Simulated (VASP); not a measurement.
WS2, 3 atoms in the cell. The cell holds a slab with vacuum, 3 atoms: a = 3.247 Å, b = 3.247 Å, c = 16.951 Å, α = 90.00°, β = 90.00°, γ = 120.00°. 

```yaml
Program: VASP 6.6.1
Task: single point
Functional: PBEsol
Potentials_or_basis: VASP PAW PBE potentials, release 64 (W_sv, S)
Cutoff: 520 eV
k_mesh: 10 × 10 × 2
Occupations: fermi-dirac, width 0.05 eV
Spin: no spin polarisation
Dipole_correction: no
Further_INCAR_settings: ALGO = Normal; EDIFF = 1e-06; NBANDS = 20
```

Potentials or basis: VASP PAW PBE potentials, release 64 (W_sv, S).

Run with:

```bash
$ cat potpaw_PBE.64/W_sv/POTCAR potpaw_PBE.64/S/POTCAR > POTCAR
$ mpirun -np 1 vasp_std > vasp.out
```

Hardware: 1 thread of Intel(R) Xeon(R) Platinum 8488C (Sapphire Rapids), with other jobs on the host.

**Question.** Estimate the wall time of this run.

**Answer.** Run time: 2 min on 1 thread of Intel(R) Xeon(R) Platinum 8488C (Sapphire Rapids), on a shared host, peak memory 0.28 GiB. Counts: scf iterations 21, k points 28.
